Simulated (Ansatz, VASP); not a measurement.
## TiO2: VASP beside Ansatz

File INCAR:

```
ALGO = Normal
EDIFF = 1E-6
ENCUT = 520
ISIF = 2
ISMEAR = -1
LASPH = True
LCHARG = False
LREAL = False
LWAVE = False
NBANDS = 33
NELM = 100
PREC = Accurate
SIGMA = 0.05
```

KPOINTS

```
k-points
0
Gamma
  7 7 10
```

POSCAR

```
TiO2
1.0
    4.5940000000      0.0000000000      0.0000000000
    0.0000000000      4.5940000000      0.0000000000
    0.0000000000      0.0000000000      2.8998200000
Ti O
2 4
Direct
    0.0000000000      0.0000000000      0.0000000000
    0.5000000000      0.5000000000      0.5000000000
    0.3060000000      0.3060000000      0.0000000000
    0.1940000000      0.8060000000      0.5000000000
    0.6940000000      0.6940000000      0.0000000000
    0.8060000000      0.1940000000      0.5000000000
```

Input for Ansatz:

```yaml
crystal:
  lattice:
    - [4.594, 0.0, 0.0]
    - [0.0, 4.594, 0.0]
    - [0.0, 0.0, 2.89982]
  atoms:
    - { symbol: Ti, position: [0.0, 0.0, 0.0] }
    - { symbol: Ti, position: [0.5, 0.5, 0.5] }
    - { symbol: O, position: [0.306, 0.306, 0.0] }
    - { symbol: O, position: [0.194, 0.806, 0.5] }
    - { symbol: O, position: [0.694, 0.694, 0.0] }
    - { symbol: O, position: [0.806, 0.194, 0.5] }
kpoints:
  mp_grid: { grid: [7, 7, 10] }
  band_path:
    path:
      - [0.0, 0.0, 0.0]
      - [0.0, 0.5, 0.0]
      - [0.5, 0.5, 0.0]
      - [0.0, 0.0, 0.0]
      - [0.0, 0.0, 0.5]
      - [0.0, 0.5, 0.5]
      - [0.5, 0.5, 0.5]
      - [0.0, 0.0, 0.5]
      - [0.0, 0.5, 0.0]
    npoints: 5
scf:
  occupations: { method: fermi_dirac, width: 0.05 }
hamiltonian:
  xc: lda
  pseudopotentials: { kind: all_electron, lapw: { basis_error: 0.0005 } }
output:
  forces: true
  stress: true
  eigenvalues: true
```

Change from the starting cell: zz strain of -2 %.

Alike in both runs: task single point; functional LDA; k mesh 7 × 7 × 10; occupations fermi-dirac, width 0.05 eV; no spin polarisation.

|  | VASP | Ansatz |
| --- | --- | --- |
| version | VASP 6.6.1 | Ansatz 0.2.0 |
| potentials or method | VASP PAW LDA potentials, release 64 (Ti_sv, O), cutoff 520 eV | all-electron LAPW, scalar-relativistic |

VASP gave:

* gap on the k mesh at the Fermi level (eV): 1.92
* pressure (GPa): -0.8
* traceless stress, the component that is largest in VASP (GPa): 3.02
* rms of the force components (eV/Å): 0.130

Q: Estimate Ansatz's values.

A: gap on the k mesh at the Fermi level (eV): 1.94; pressure (GPa): -1.8; traceless stress, the component that is largest in VASP (GPa): 2.69; rms of the force components (eV/Å): 0.109.

LDA's correlation is that of Perdew and Zunger in VASP and of Perdew and Wang (1992) in Ansatz. Atom by atom the forces differ by 0.021 eV/Å (rms over components). Ansatz ran all-electron here, and VASP with PAW potentials.
